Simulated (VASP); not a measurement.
Input of a VASP 6.6.1 run:

File INCAR:

```
ALGO     = Normal         # electronic algorithm
EDIFF    = 1E-6           # SCF threshold, eV
ENCUT    = 500            # plane-wave cutoff, eV
GGA_COMPAT= False        
ISIF     = 2              # what is computed and relaxed
ISMEAR   = -1             # smearing method
LASPH    = True           # aspherical terms in the spheres
LCHARG   = True           # write CHGCAR
LELF     = True           # ELF
LREAL    = False          # projectors in reciprocal space
LVHAR    = True         
LWAVE    = False          # write WAVECAR
NBANDS   = 11             # bands
NELM     = 120            # most SCF steps
PREC     = Accurate       # precision mode
SIGMA    = 0.1            # smearing width, eV
```

File KPOINTS:

```
k-points
0
Gamma
  8 8 8
```

The input POSCAR:

```
Pd
1.0
    1.5291663207      1.5291663207      1.5291663207
   -1.5291663207      1.5291663207      1.5291663207
   -1.5291663207     -1.5291663207      1.5291663207
Pd
1
Direct
    0.0000000000      0.0000000000      0.0000000000
```

Potentials or basis: VASP PAW LDA potentials, release 64 (Pd).

Command:

```console
$ cat potpaw_LDA.64/Pd/POTCAR > POTCAR
$ mpirun -np 1 vasp_std > vasp.out
```

Task: Predict the band gap on the k mesh.

Result: Zero (band 5 reaches 10.79 eV, above the bottom of band 6 at 9.13 eV).

Task: What does it give for the pressure?

Result: 0.3 GPa.

Caveat: the k points lie up to 0.36 Å⁻¹ apart.
